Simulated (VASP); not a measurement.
# Al (Fm-3m) in VASP: notebook

The runs below take Al through single point, with PBE.

Everything below comes from runs of VASP 6.6.1. Logs are shortened: lines on timing, memory, paths and dates and some standing lists are left out, and cuts for length are marked.

## (1) The cell of the first run

Symmetry: Fm-3m, No. 225, cubic system. Conventional cell: a = 4.090 Å, b = 4.090 Å, c = 4.090 Å, α = 90.00°, β = 90.00°, γ = 90.00°. Al (site symmetry m-3m) has 12 Al at 2.89 Å within 3.8 Å.

## (2) Single point, PBE

The input, INCAR:

```
  ALGO = Normal
  EDIFF = 1E-6
  ENCUT = 500
  GGA = PE
  GGA_COMPAT = False
  ISIF = 2
  ISMEAR = 0
  LASPH = True
  LCHARG = False
  LREAL = False
  LWAVE = False
  NBANDS = 8
  NELM = 120
  PREC = Accurate
  SIGMA = 0.05
```

The input, KPOINTS:

```
k-points
0
Gamma
  21 21 21
```

The input, POSCAR:

```
Al
1.0
    0.0000000000      2.0448538781      2.0448538781
    2.0448538781      0.0000000000      2.0448538781
    2.0448538781      2.0448538781      0.0000000000
Al
1
Direct
    0.0000000000      0.0000000000      0.0000000000
```

Potentials or basis: VASP PAW PBE potentials, release 64 (Al).

Started as:

```
$ cat potpaw_PBE.64/Al/POTCAR > POTCAR
$ mpirun -np 1 vasp_std > vasp.out
```

OUTCAR:

```text
EDIFF = 1E-6
   ENCUT = 500
   GGA = PE
   ISIF = 2
   ISMEAR = 0
   LASPH = True
   LREAL = False
   NELM = 120
   PREC = Accurate

 ion  position               nearest neighbor table
   1  0.000  0.000  0.000-

  LATTYP: Found a face centered cubic cell.
 ALAT       =     4.0897077562

  Lattice vectors:

 A1 = (   0.0000000000,   2.0448538781,   2.0448538781)
 A2 = (   2.0448538781,   0.0000000000,   2.0448538781)
 A3 = (   2.0448538781,   2.0448538781,   0.0000000000)

Analysis of symmetry for initial positions (statically):
=====================================================================
 Subroutine PRICEL returns:
 Original cell was already a primitive cell.

 Routine SETGRP: Setting up the symmetry group for a
 face centered cubic supercell.

 Subroutine GETGRP returns: Found 48 space group operations
 (whereof 48 operations were pure point group operations)
 out of a pool of 48 trial point group operations.

The static configuration has the point symmetry O_h .

Analysis of symmetry for dynamics (positions and initial velocities):
=====================================================================
 Subroutine PRICEL returns:
 Original cell was already a primitive cell.

 Routine SETGRP: Setting up the symmetry group for a
 face centered cubic supercell.

 Subroutine GETGRP returns: Found 48 space group operations
 (whereof 48 operations were pure point group operations)
 out of a pool of 48 trial point group operations.

The dynamic configuration has the point symmetry O_h .

 Subroutine INISYM returns: Found 48 space group operations
 (whereof 48 operations are pure point group operations),
 and found     1 'primitive' translations

----------------------------------------------------------------------------------------

                                     Primitive cell

  volume of cell :      17.1008

  direct lattice vectors                    reciprocal lattice vectors
     0.000000000  2.044853878  2.044853878    -0.244516249  0.244516249  0.244516249
     2.044853878  0.000000000  2.044853878     0.244516249 -0.244516249  0.244516249
     2.044853878  2.044853878  0.000000000     0.244516249  0.244516249 -0.244516249

  length of vectors
     2.891860087  2.891860087  2.891860087     0.423514567  0.423514567  0.423514567

  position of ions in fractional coordinates (direct lattice)
     0.000000000  0.000000000  0.000000000

  ion indices of the primitive-cell ions
   primitive index   ion index
                 1           1

----------------------------------------------------------------------------------------

 KPOINTS: k-points

Automatic generation of k-mesh.
 Grid dimensions read from file:
 generate k-points for:   21   21   21

 Generating k-lattice:

  Cartesian coordinates                     Fractional coordinates (reciprocal lattice)
    -0.011643631  0.011643631  0.011643631     0.047619048  0.000000000  0.000000000
     0.011643631 -0.011643631  0.011643631     0.000000000  0.047619048  0.000000000
     0.011643631  0.011643631 -0.011643631     0.000000000  0.000000000  0.047619048

  Length of vectors
     0.020167360  0.020167360  0.020167360

  Shift w.r.t. Gamma in fractional coordinates (k-lattice)
     0.000000000  0.000000000  0.000000000

 Subroutine IBZKPT returns following result:
 ===========================================

 Found    286 irreducible k-points:

 Following reciprocal coordinates:
            Coordinates               Weight
  0.000000  0.000000  0.000000      1.000000
  0.047619  0.000000  0.000000      8.000000
  0.095238  0.000000  0.000000      8.000000
  0.142857  0.000000  0.000000      8.000000
  0.190476  0.000000  0.000000      8.000000
  0.238095  0.000000  0.000000      8.000000
[... 16 lines left out ...]
 -0.428571  0.047619  0.000000     24.000000
 -0.380952  0.047619  0.000000     24.000000
 [... further k-points ...]
   k-points           NKPTS =    286   k-points in BZ     NKDIM =    286   number of bands    NBANDS=      8
   number of dos      NEDOS =    301   number of ions     NIONS =      1
   total plane-waves  NPLWV =  13824
   dimension x,y,z NGX =    24 NGY =   24 NGZ =   24
   dimension x,y,z NGXF=    48 NGYF=   48 NGZF=   48
   ions per type =               1
   NGX,Y,Z   is equivalent  to a cutoff of  13.80, 13.80, 13.80 a.u.
   NGXF,Y,Z  is equivalent  to a cutoff of  27.59, 27.59, 27.59 a.u.
 SYSTEM =  unknown system
   PREC   = accura    normal or accurate (medium, high low for compatibility)
   ISTART =      0    job   : 0-new  1-cont  2-samecut
   ICHARG =      2    charge: 1-file 2-atom 10-const
   ISPIN  =      1    spin polarized calculation?
   LNONCOLLINEAR =      F non collinear calculations
   LSORBIT =      F    spin-orbit coupling
   LASPH  =      T    aspherical Exc in radial PAW
   ENCUT  =  500.0 eV  36.75 Ry    6.06 a.u.   5.27  5.27  5.27*2*pi/ulx,y,z
   NELM   =    120;   NELMIN=  2; NELMDL= -5     # of ELM steps
   EDIFF  = 0.1E-05   stopping-criterion for ELM
   LREAL  =      F    real-space projection
   EDIFFG = 0.1E-04   stopping-criterion for IOM
   NSW    =      0    number of steps for IOM
   IBRION =     -1    ionic relax: 0-MD 1-quasi-New 2-CG
   NFREE  =      0    steps in history (QN), initial steepest desc. (CG)
   ISIF   =      2    stress and relaxation
   ISYM   =      2    0-nonsym 1-usesym 2-fastsym
   POTIM  = 0.5000    time-step for ionic-motion
   TEBEG  =    0.0;   TEEND  =   0.0 temperature during run
   PSTRESS=    0.0 pullay stress
   NELECT =       3.0000    total number of electrons
   NUPDOWN=      -1.0000    fix difference up-down
   EMIN   =  10.00;   EMAX   =-10.00  energy-range for DOS
   EFERMI =   0.00;   METHOD = LEGACY
   ISMEAR =     0;   SIGMA  =   0.05  broadening in eV -4-tet -1-fermi 0-gaus
   EFERMI_NEDOS =   21; number of points for ismear=-14 and -15
   IALGO  =     38    algorithm
   IMIX   =      4    mixing-type and parameters
     AMIX     =   0.40;   BMIX     =  1.00
     AMIX_MAG =   1.60;   BMIX_MAG =  1.00
  volume/ion in A,a.u.               =      17.10       115.40
  Fermi-wavevector in a.u.,A,eV,Ry     =   0.916452  1.731843 11.427315  0.839884
  Thomas-Fermi vector in A             =   2.041309
   LORBIT       =      0    0 simple, 1 ext, 2 COOP (PROOUT), +10 PAW based schemes
   GGA     = PE    functional components
   LHFCALC =     F    Hartree Fock is set to
   AEXX    =    0.0000 exact exchange contribution
   IVDW    =     0    specifies the selected vdW correction
   LEPSILON=     F    determine dielectric tensor
   LRPA    =     F    only Hartree local field effects (RPA)
 non-spin polarized calculation
 Gauss-broadening in eV      SIGMA  =   0.05
  energy-cutoff  :      500.00
  volume of cell :       17.10
 maximum number of plane-waves:       448
 NGX is ok and might be reduce to    24
   NGX = 11   NGY = 11   NGZ = 11

 number of electron       3.0000000 magnetization

 Free energy of the ion-electron system (eV)
  ---------------------------------------------------
  ext. energy  EPLUGINS =         0.00000000
  ---------------------------------------------------
  free energy    TOTEN  =        -3.74324800 eV

  energy without entropy =       -3.74280373  energy(sigma->0) =       -3.74302587

 E-fermi :   7.6455     XC(G=0): -10.0678

 val. band max:        7.6337646679   @ k =  -0.2857   0.4762   0.1905
 cond. band min:       7.6470281249   @ k =  -0.3333   0.0476   0.0000
 fundamental gap:      0.0132634569
 Fermi energy:         7.6455363700

 k-point     1 :       0.0000    0.0000    0.0000
  band No.  band energies     occupation
      1      -3.2574      2.00000
      2      20.0551      0.00000
      3      20.0551      0.00000
      4      20.0551      0.00000
      5      21.2805      0.00000
      6      21.2805      0.00000
      7      21.2805      0.00000
      8      23.8413      0.00000

 k-point     2 :       0.0476    0.0000    0.0000
  band No.  band energies     occupation
      1      -3.1973      2.00000
      2      18.8113      0.00000
      3      19.7803      0.00000
      4      19.7803      0.00000
      5      21.6479      0.00000
      6      21.6479      0.00000
      7      21.8502      0.00000
      8      24.4721      0.00000

 k-point     3 :       0.0952    0.0000    0.0000
  band No.  band energies     occupation
      1      -3.0168      2.00000
      2      16.9609      0.00000
      3      19.3217      0.00000
      4      19.3217      0.00000
      5      22.0275      0.00000
      6      22.3692      0.00000
      7      22.3692      0.00000
      8      25.5052      0.00000

 k-point     4 :       0.1429    0.0000    0.0000
  band No.  band energies     occupation
      1      -2.7165      2.00000
      2      15.0697      0.00000
      3      18.9031      0.00000
      4      18.9031      0.00000
      5      21.9391      0.00000
      6      23.0963      0.00000
      7      23.0963      0.00000
      8      24.7113      0.00000

 k-point     5 :       0.1905    0.0000    0.0000
  band No.  band energies     occupation
      1      -2.2971      2.00000
      2      13.2175      0.00000
      3      18.5673      0.00000
      4      18.5673      0.00000
      5      21.7957      0.00000
      6      23.0330      0.00000
      7      23.0330      0.00000
      8      24.8284      0.00000
[... 177 lines left out ...]
 k-point    22 :      -0.4762    0.0476    0.0000
  band No.  band energies     occupation
      1       3.0820      2.00000
      2       3.5038      2.00000
      3      17.3758      0.00000
      4      17.9229      0.00000
      5      19.2353      0.00000
      6      19.7695      0.00000
      7      22.8378      0.00000
      8      23.2900      0.00000

 k-point    23 :      -0.4286    0.0476    0.0000
  band No.  band energies     occupation
      1       1.9493      2.00000
      2       4.7780      2.00000
      3      17.0755      0.00000
      4      18.3464      0.00000
      5      19.4837      0.00000
      6      19.6771      0.00000
      7      22.5200      0.00000
      8      23.7345      0.00000

 k-point    24 :      -0.3810    0.0476    0.0000
  band No.  band energies     occupation
      1       0.9185      2.00000
      2       6.1624      2.00000
      3      16.8789      0.00000
      4      18.8380      0.00000
      5      19.3327      0.00000
      6      20.2192      0.00000
      7      22.2777      0.00000
      8      24.2985      0.00000

 [... further k-points ...]

------------------------ aborting loop because EDIFF is reached ----------------------------------------

  FORCE on cell =-STRESS in cart. coord.  units (eV):
  Direction    XX          YY          ZZ          XY          YZ          ZX
  --------------------------------------------------------------------------------------
  -------------------------------------------------------------------------------------
  Total       -0.2765204     -0.2765204     -0.2765204      0.0000000      0.0000000     -0.0000000
  in kB      -25.9072291    -25.9072291    -25.9072291      0.0000000      0.0000000     -0.0000000
  external PRESSURE =     -25.9072291 kB  Pullay stress =       0.0000000 kB

 VOLUME and BASIS-vectors are now :
 -----------------------------------------------------------------------------
  energy-cutoff  :      500.00
  volume of cell :       17.10
      direct lattice vectors                 reciprocal lattice vectors
     0.000000000  2.044853878  2.044853878    -0.244516249  0.244516249  0.244516249
     2.044853878  0.000000000  2.044853878     0.244516249 -0.244516249  0.244516249
     2.044853878  2.044853878  0.000000000     0.244516249  0.244516249 -0.244516249

 POSITION                                       TOTAL-FORCE (eV/Angst)
 -----------------------------------------------------------------------------------
      0.00000      0.00000      0.00000        -0.000000      0.000000      0.000000
 -----------------------------------------------------------------------------------
    total drift:                               -0.000000      0.000000      0.000000

  FREE ENERGIE OF THE ION-ELECTRON SYSTEM (eV)
  ---------------------------------------------------
  free  energy   TOTEN  =        -3.7432480049 eV

  energy  without entropy=       -3.7428037313  energy(sigma->0) =       -3.74302587
```

It took 15 s on 1 thread of Intel Xeon 8259CL, shared host; peak memory 0.15 GiB.

What came out:

| Item | Value |
| --- | --- |
| Free energy | -3.7432 eV |
| Pressure | -2.6 GPa |
| Band gap on the k mesh | zero (an odd number of electrons rules out a gap without spin polarisation) |

## (3) Single point, PBE

This run uses another cell than the first one, of 17.60 Å³/atom.

The input, INCAR:

```
ALGO = Normal
EDIFF = 1E-6
ENCUT = 500
GGA = PE
GGA_COMPAT = False
ISIF = 2
ISMEAR = 0
LASPH = True
LCHARG = True
LELF = True
LREAL = False
LVHAR = True
LWAVE = False
NBANDS = 8
NELM = 120
PREC = Accurate
SIGMA = 0.05
```

KPOINTS is that of step 2.

The input, POSCAR:

```
Al
1.0
    0.0000000000      2.0645171409      2.0645171409
    2.0645171409      0.0000000000      2.0645171409
    2.0645171409      2.0645171409      0.0000000000
Al
1
Direct
    0.0000000000      0.0000000000      0.0000000000
```

Potentials or basis: VASP PAW PBE potentials, release 64 (Al).

Started as:

```
$ cat potpaw_PBE.64/Al/POTCAR > POTCAR
$ mpirun -np 1 vasp_std > vasp.out
```

It took 14 s on 1 thread of Intel Xeon 8259CL, shared host; peak memory 0.16 GiB.

Results (log left out):

- Free energy: -3.7324 eV
- Pressure: -4.4 GPa
- Band gap on the k mesh: zero (an odd number of electrons rules out a gap without spin polarisation)

Levels at points of the mesh, in eV from the Fermi level:
```
           k point  band 1  band 2  band 3  band 4  band 5  band 6
(0.00, 0.00, 0.00)  -10.71   12.26   12.26   12.26   13.28   13.28
```

Caveat: the cell stands under tension.
